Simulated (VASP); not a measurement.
# Si2W (I4/mmm) in VASP: further runs

Si2W is run at these levels: PBEsol; tasks: single point.

Everything below comes from runs of VASP 6.6.1. Logs are shortened: lines on timing, memory, paths and dates and some standing lists are left out, and cuts for length are marked.

### Step 1. The cell of the first run

The structure is tetragonal, space group I4/mmm (No. 139). The conventional cell has a = 3.214 Å, b = 3.214 Å, c = 7.830 Å, α = 90.00°, β = 90.00°, γ = 90.00°. Within 3.4 Å of Si (site symmetry 4mm) lie 9 Si at 2.59 to 3.21 Å and 5 W at 2.62 Å. Within 3.4 Å of W (site symmetry 4/mmm) lie 10 Si at 2.62 Å and 4 W at 3.21 Å.

### Step 2. Single point, PBEsol

INCAR

```
PREC = Accurate
ENCUT = 520
EDIFF = 1E-6
ISMEAR = -1
SIGMA = 0.1
LREAL = F
LASPH = T
NELM = 60
ALGO = Normal
ISIF = 2
LWAVE = F
LCHARG = T
GGA = PS
LELF = T
LVHAR = T
NBANDS = 18
```

KPOINTS

```
Automatic mesh
0
Gamma
  14 14 14
```

POSCAR

```
Si2W
1.0
   -1.6069000000      1.6069000000      3.9149500000
    1.6069000000     -1.6069000000      3.9149500000
    1.6069000000      1.6069000000     -3.9149500000
Si W
2 1
Direct
    0.3347000000      0.3347000000      0.0000000000
    0.6653000000      0.6653000000      0.0000000000
    0.0000000000      0.0000000000      0.0000000000
```

Potentials or basis: VASP PAW PBE potentials, release 64 (Si, W_sv).

Started as:

```sh
$ cat potpaw_PBE.64/Si/POTCAR potpaw_PBE.64/W_sv/POTCAR > POTCAR
$ mpirun -np 1 vasp_std > vasp.out
```

OUTCAR:

```text
PREC = Accurate
   ENCUT = 520
   EDIFF = 1E-6
   ISMEAR = -1
   LREAL = F
   LASPH = T
   NELM = 60
   ISIF = 2
   GGA = PS

 ion  position               nearest neighbor table
   1  0.335  0.335  0.000-   2 2.59   3 2.62   3 2.62   3 2.62   3 2.62   3 2.62   2 2.63   2 2.63
                             2 2.63   2 2.63
   2  0.665  0.665  0.000-   1 2.59   3 2.62   3 2.62   3 2.62   3 2.62   3 2.62   1 2.63   1 2.63
                             1 2.63   1 2.63
   3  0.000  0.000  0.000-   2 2.62   2 2.62   2 2.62   1 2.62   2 2.62   1 2.62   1 2.62   1 2.62
                             1 2.62   2 2.62

  LATTYP: Found a body centered tetragonal cell.
 ALAT       =     3.2138000000
 C/A-ratio  =     2.4363370465

  Lattice vectors:

 A1 = (  -1.6069000000,   1.6069000000,   3.9149500000)
 A2 = (   1.6069000000,  -1.6069000000,   3.9149500000)
 A3 = (   1.6069000000,   1.6069000000,  -3.9149500000)

Analysis of symmetry for initial positions (statically):
=====================================================================
 Subroutine PRICEL returns:
 Original cell was already a primitive cell.

 Routine SETGRP: Setting up the symmetry group for a
 body centered tetragonal supercell.

 Subroutine GETGRP returns: Found 16 space group operations
 (whereof 16 operations were pure point group operations)
 out of a pool of 16 trial point group operations.

The static configuration has the point symmetry D_4h.

Analysis of symmetry for dynamics (positions and initial velocities):
=====================================================================
 Subroutine PRICEL returns:
 Original cell was already a primitive cell.

 Routine SETGRP: Setting up the symmetry group for a
 body centered tetragonal supercell.

 Subroutine GETGRP returns: Found 16 space group operations
 (whereof 16 operations were pure point group operations)
 out of a pool of 16 trial point group operations.

The dynamic configuration has the point symmetry D_4h.

 Subroutine INISYM returns: Found 16 space group operations
 (whereof 16 operations are pure point group operations),
 and found     1 'primitive' translations

----------------------------------------------------------------------------------------

                                     Primitive cell

  volume of cell :      40.4356
[... 87 lines left out ...]
   LSORBIT =      F    spin-orbit coupling
   LASPH  =      T    aspherical Exc in radial PAW
   ENCUT  =  520.0 eV  38.22 Ry    6.18 a.u.   8.42  8.42  8.42*2*pi/ulx,y,z
   NELM   =     60;   NELMIN=  2; NELMDL= -5     # of ELM steps
   EDIFF  = 0.1E-05   stopping-criterion for ELM
   LREAL  =      F    real-space projection
   EDIFFG = 0.1E-04   stopping-criterion for IOM
   NSW    =      0    number of steps for IOM
   IBRION =     -1    ionic relax: 0-MD 1-quasi-New 2-CG
   NFREE  =      0    steps in history (QN), initial steepest desc. (CG)
   ISIF   =      2    stress and relaxation
   ISYM   =      2    0-nonsym 1-usesym 2-fastsym
   POTIM  = 0.5000    time-step for ionic-motion
   TEBEG  =    0.0;   TEEND  =   0.0 temperature during run
   PSTRESS=    0.0 pullay stress
   NELECT =      22.0000    total number of electrons
   NUPDOWN=      -1.0000    fix difference up-down
   EMIN   =  10.00;   EMAX   =-10.00  energy-range for DOS
   EFERMI =   0.00;   METHOD = LEGACY
   ISMEAR =    -1;   SIGMA  =   0.10  broadening in eV -4-tet -1-fermi 0-gaus
   EFERMI_NEDOS =   21; number of points for ismear=-14 and -15
   IALGO  =     38    algorithm
   IMIX   =      4    mixing-type and parameters
     AMIX     =   0.40;   BMIX     =  1.00
     AMIX_MAG =   1.60;   BMIX_MAG =  1.00
  volume/ion in A,a.u.               =      13.48        90.96
  Fermi-wavevector in a.u.,A,eV,Ry     =   1.336476  2.525573 24.302284  1.786167
  Thomas-Fermi vector in A             =   2.465099
   LORBIT       =      0    0 simple, 1 ext, 2 COOP (PROOUT), +10 PAW based schemes
   GGA     = PS    functional components
   LHFCALC =     F    Hartree Fock is set to
   AEXX    =    0.0000 exact exchange contribution
   IVDW    =     0    specifies the selected vdW correction
   LEPSILON=     F    determine dielectric tensor
   LRPA    =     F    only Hartree local field effects (RPA)
 non-spin polarized calculation
  energy-cutoff  :      520.00
  volume of cell :       40.44
 maximum number of plane-waves:      1114
 NGX is ok and might be reduce to    36
   NGX = 17   NGY = 17   NGZ = 17

 number of electron      21.9999999 magnetization

 Free energy of the ion-electron system (eV)
  ---------------------------------------------------
  ext. energy  EPLUGINS =         0.00000000
  ---------------------------------------------------
  free energy    TOTEN  =       -26.64274388 eV

  energy without entropy =      -26.63222484  energy(sigma->0) =      -26.63748436

 E-fermi :  11.8585     XC(G=0): -12.6062

 val. band max:       11.8565666151   @ k =  -0.4286  -0.4286   0.2857
 cond. band min:      11.8777030242   @ k =  -0.3571   0.5000   0.3571
 fundamental gap:      0.0211364092
 Fermi energy:        11.8584595343

 k-point     1 :       0.0000    0.0000    0.0000
  band No.  band energies     occupation
      1     -61.9481      2.00000
      2     -26.2130      2.00000
      3     -26.1910      2.00000
      4     -26.1910      2.00000
      5      -2.2101      2.00000
      6       4.9975      2.00000
[... 481 lines left out ...]
      5      -0.1844      2.00000
      6       4.1218      2.00000
[... 10 lines left out ...]
     17      18.7631      0.00000
     18      20.1297      0.00000

 [... further k-points ...]

------------------------ aborting loop because EDIFF is reached ----------------------------------------

  FORCE on cell =-STRESS in cart. coord.  units (eV):
  Direction    XX          YY          ZZ          XY          YZ          ZX
  --------------------------------------------------------------------------------------
  -------------------------------------------------------------------------------------
  Total       -0.4547786     -0.4547786     -0.3237260      0.0000000      0.0000000     -0.0000000
  in kB      -18.0196652    -18.0196652    -12.8269757      0.0000000      0.0000000     -0.0000000
  external PRESSURE =     -16.2887687 kB  Pullay stress =       0.0000000 kB

 VOLUME and BASIS-vectors are now :
 -----------------------------------------------------------------------------
  energy-cutoff  :      520.00
  volume of cell :       40.44
      direct lattice vectors                 reciprocal lattice vectors
    -1.606900000  1.606900000  3.914950000     0.000000000  0.311158131  0.127715552
     1.606900000 -1.606900000  3.914950000     0.311158131  0.000000000  0.127715552
     1.606900000  1.606900000 -3.914950000     0.311158131  0.311158131  0.000000000

 POSITION                                       TOTAL-FORCE (eV/Angst)
 -----------------------------------------------------------------------------------
      0.00000      0.00000      2.62067         0.000000      0.000000     -0.019807
      0.00000      0.00000      5.20923        -0.000000     -0.000000      0.019807
      0.00000      0.00000      0.00000         0.000000      0.000000      0.000000
 -----------------------------------------------------------------------------------
    total drift:                               -0.000000     -0.000000      0.000000

  FREE ENERGIE OF THE ION-ELECTRON SYSTEM (eV)
  ---------------------------------------------------
  free  energy   TOTEN  =       -26.6427438844 eV

  energy  without entropy=      -26.6322248428  energy(sigma->0) =      -26.63748436
```

OSZICAR:

```text
N       E                     dE             d eps       ncg     rms          rms(c)
DAV:   1     0.128443151347E+03    0.12844E+03   -0.10812E+04  8792   0.123E+03
DAV:   2    -0.229416174427E+02   -0.15138E+03   -0.14788E+03 10160   0.321E+02
DAV:   3    -0.274887552149E+02   -0.45471E+01   -0.44883E+01 10874   0.495E+01
DAV:   4    -0.275305703040E+02   -0.41815E-01   -0.41753E-01 10338   0.496E+00
DAV:   5    -0.275309943996E+02   -0.42410E-03   -0.42407E-03 10440   0.539E-01    0.260E+01
DAV:   6    -0.267658224461E+02    0.76517E+00   -0.33186E+00  9420   0.130E+01    0.908E+00
DAV:   7    -0.266692257847E+02    0.96597E-01   -0.23537E-01  9442   0.272E+00    0.461E+00
DAV:   8    -0.266434462584E+02    0.25780E-01   -0.47654E-02  9918   0.165E+00    0.321E-01
DAV:   9    -0.266429015248E+02    0.54473E-03   -0.10461E-03 10102   0.263E-01    0.190E-01
DAV:  10    -0.266427493559E+02    0.15217E-03   -0.27096E-04 10462   0.143E-01    0.422E-02
DAV:  11    -0.266427436792E+02    0.56767E-05   -0.33511E-05 10074   0.420E-02    0.185E-02
DAV:  12    -0.266427438844E+02   -0.20516E-06   -0.14221E-06  6862   0.792E-03
   1 F= -.26642744E+02 E0= -.26637484E+02  d E =-.105190E-01
```

Run time: 5.5 min. Hardware: 1 thread of Intel Xeon 8259CL, shared host; peak memory 0.33 GiB.

Results:

```
Free energy            : -26.6427 eV
Pressure               : -1.6 GPa
Largest force          : 0.020 eV/Å
Band gap on the k mesh : zero (band 11 reaches 12.57 eV, above the bottom of band 12 at 11.31 eV)
```

Forces in eV/Å, atoms in the order of the input:
```
Si   0.000  0.000 -0.020
Si   0.000  0.000  0.020
W    0.000  0.000  0.000
```

Caveat: the PAW data sets were made with another functional, which shifts forces and pressure a little; spin-orbit coupling is left out, which moves the levels of the heavy elements.

### Step 3. Single point, PBEsol

INCAR

```
SYSTEM = Si2W
PREC = Accurate
ENCUT = 520
EDIFF = 1E-7
ISMEAR = -1
SIGMA = 0.1
LREAL = .FALSE.
LASPH = .TRUE.
NELM = 80
ALGO = Normal
ISIF = 2
LWAVE = .FALSE.
LCHARG = .FALSE.
GGA = PS
NBANDS = 18
```

KPOINTS

```
Automatic mesh
0
G
  14 14 14
  0 0 0
```

POSCAR is that of step 2.

Potentials or basis: VASP PAW PBE potentials, release 64 (Si, W_sv).

Started as:

```sh
$ cat potpaw_PBE.64/Si/POTCAR potpaw_PBE.64/W_sv/POTCAR > POTCAR
$ mpirun -np 1 vasp_std > vasp.out
```

OUTCAR:

```text
SYSTEM = Si2W
   PREC = Accurate
   ENCUT = 520
   EDIFF = 1E-7
   ISMEAR = -1
   LREAL = .FALSE.
   LASPH = .TRUE.
   NELM = 80
   ISIF = 2
   GGA = PS

 ion  position               nearest neighbor table
   1  0.335  0.335  0.000-   2 2.59   3 2.62   3 2.62   3 2.62   3 2.62   3 2.62   2 2.63   2 2.63
                             2 2.63   2 2.63
   2  0.665  0.665  0.000-   1 2.59   3 2.62   3 2.62   3 2.62   3 2.62   3 2.62   1 2.63   1 2.63
                             1 2.63   1 2.63
   3  0.000  0.000  0.000-   2 2.62   2 2.62   2 2.62   1 2.62   2 2.62   1 2.62   1 2.62   1 2.62
                             1 2.62   2 2.62

  LATTYP: Found a body centered tetragonal cell.
 ALAT       =     3.2138000000
 C/A-ratio  =     2.4363370465

  Lattice vectors:

 A1 = (  -1.6069000000,   1.6069000000,   3.9149500000)
 A2 = (   1.6069000000,  -1.6069000000,   3.9149500000)
 A3 = (   1.6069000000,   1.6069000000,  -3.9149500000)

Analysis of symmetry for initial positions (statically):
=====================================================================
 Subroutine PRICEL returns:
 Original cell was already a primitive cell.

 Routine SETGRP: Setting up the symmetry group for a
 body centered tetragonal supercell.

 Subroutine GETGRP returns: Found 16 space group operations
 (whereof 16 operations were pure point group operations)
 out of a pool of 16 trial point group operations.

The static configuration has the point symmetry D_4h.

Analysis of symmetry for dynamics (positions and initial velocities):
=====================================================================
 Subroutine PRICEL returns:
 Original cell was already a primitive cell.

 Routine SETGRP: Setting up the symmetry group for a
 body centered tetragonal supercell.

 Subroutine GETGRP returns: Found 16 space group operations
 (whereof 16 operations were pure point group operations)
 out of a pool of 16 trial point group operations.

[... 115 lines left out ...]
   EMIN   =  10.00;   EMAX   =-10.00  energy-range for DOS
   EFERMI =   0.00;   METHOD = LEGACY
   ISMEAR =    -1;   SIGMA  =   0.10  broadening in eV -4-tet -1-fermi 0-gaus
   EFERMI_NEDOS =   21; number of points for ismear=-14 and -15
   IALGO  =     38    algorithm
   IMIX   =      4    mixing-type and parameters
     AMIX     =   0.40;   BMIX     =  1.00
     AMIX_MAG =   1.60;   BMIX_MAG =  1.00
  volume/ion in A,a.u.               =      13.48        90.96
  Fermi-wavevector in a.u.,A,eV,Ry     =   1.336476  2.525573 24.302284  1.786167
  Thomas-Fermi vector in A             =   2.465099
   LORBIT       =      0    0 simple, 1 ext, 2 COOP (PROOUT), +10 PAW based schemes
   GGA     = PS    functional components
   LHFCALC =     F    Hartree Fock is set to
   AEXX    =    0.0000 exact exchange contribution
   IVDW    =     0    specifies the selected vdW correction
   LEPSILON=     F    determine dielectric tensor
   LRPA    =     F    only Hartree local field effects (RPA)
 non-spin polarized calculation
  energy-cutoff  :      520.00
  volume of cell :       40.44
 maximum number of plane-waves:      1114
 NGX is ok and might be reduce to    36
   NGX = 17   NGY = 17   NGZ = 17

 number of electron      21.9999999 magnetization

 Free energy of the ion-electron system (eV)
  ---------------------------------------------------
  ext. energy  EPLUGINS =         0.00000000
  ---------------------------------------------------
  free energy    TOTEN  =       -26.64274329 eV

  energy without entropy =      -26.63222534  energy(sigma->0) =      -26.63748432

 E-fermi :  11.8583     XC(G=0): -12.6062

 val. band max:       11.8564547646   @ k =  -0.4286  -0.4286   0.2857
 cond. band min:      11.8776056453   @ k =  -0.3571   0.5000   0.3571
 fundamental gap:      0.0211508807
 Fermi energy:        11.8583069075

 k-point     1 :       0.0000    0.0000    0.0000
  band No.  band energies     occupation
      1     -61.9489      2.00000
      2     -26.2134      2.00000
      3     -26.1917      2.00000
      4     -26.1917      2.00000
      5      -2.2101      2.00000
      6       4.9975      2.00000
[... 481 lines left out ...]
      5      -0.1844      2.00000
      6       4.1218      2.00000
[... 10 lines left out ...]
     17      18.7631      0.00000
     18      20.1296      0.00000

 [... further k-points ...]
[... 5 lines left out ...]
  --------------------------------------------------------------------------------------
  -------------------------------------------------------------------------------------
  Total       -0.4474226     -0.4474226     -0.3129233      0.0000000      0.0000000      0.0000000
  in kB      -17.7281986    -17.7281986    -12.3989421      0.0000000      0.0000000      0.0000000
  external PRESSURE =     -15.9517797 kB  Pullay stress =       0.0000000 kB

 VOLUME and BASIS-vectors are now :
 -----------------------------------------------------------------------------
  energy-cutoff  :      520.00
  volume of cell :       40.44
      direct lattice vectors                 reciprocal lattice vectors
    -1.606900000  1.606900000  3.914950000     0.000000000  0.311158131  0.127715552
     1.606900000 -1.606900000  3.914950000     0.311158131  0.000000000  0.127715552
     1.606900000  1.606900000 -3.914950000     0.311158131  0.311158131  0.000000000

 POSITION                                       TOTAL-FORCE (eV/Angst)
 -----------------------------------------------------------------------------------
      0.00000      0.00000      2.62067        -0.000000     -0.000000     -0.019681
      0.00000      0.00000      5.20923         0.000000      0.000000      0.019681
      0.00000      0.00000      0.00000         0.000000      0.000000     -0.000000
 -----------------------------------------------------------------------------------
    total drift:                               -0.000000     -0.000000      0.000000

  FREE ENERGIE OF THE ION-ELECTRON SYSTEM (eV)
  ---------------------------------------------------
  free  energy   TOTEN  =       -26.6427432947 eV

  energy  without entropy=      -26.6322253392  energy(sigma->0) =      -26.63748432
```

stdout:

```text
POSCAR found type information on POSCAR SiW
 POSCAR found :  2 types and       3 ions
 scaLAPACK will be used
 -----------------------------------------------------------------------------
|                                                                             |
|                                                                             |
|     You enforced a specific xc type in the INCAR file but a different       |
|     I HOPE YOU KNOW WHAT YOU ARE DOING!                                     |
|                                                                             |
 -----------------------------------------------------------------------------

 LDA part: xc-table for (Slater+PW92), standard interpolation
 POSCAR, INCAR and KPOINTS ok, starting setup
 FFT: planning ... GRIDC
 FFT: planning ... GRID_SOFT
 FFT: planning ... GRID
 WAVECAR not read
 entering main loop
```

It took 7.2 min on 1 thread of Intel Xeon 8259CL, shared host; peak memory 0.33 GiB.

Results:

| Item | Value |
| --- | --- |
| Free energy | -26.6427 eV |
| Pressure | -1.6 GPa |
| Largest force | 0.020 eV/Å |
| Band gap on the k mesh | zero (band 11 reaches 12.57 eV, above the bottom of band 12 at 11.31 eV) |

Forces in eV/Å, atoms in the order of the input:
```
Si   0.000  0.000 -0.020
Si   0.000  0.000  0.020
W    0.000  0.000  0.000
```

Levels at points of the mesh, in eV from the Fermi level:
```csv
k point,band 9,band 10,band 11,band 12,band 13,band 14
"(0.00, 0.00, 0.00)",-2.84,-2.84,0.61,2.76,2.91,3.09
"(0.50, 0.00, 0.00)",-2.80,-2.78,-0.44,2.68,2.80,3.95
"(0.50, 0.50, 0.00)",-5.02,-3.26,-1.75,2.82,2.95,3.11
"(0.50, 0.50, 0.50)",-0.83,-0.83,-0.50,-0.50,0.78,4.53
```

Caveat: the PAW data sets were made with another functional, which shifts forces and pressure a little; spin-orbit coupling is left out, which moves the levels of the heavy elements.
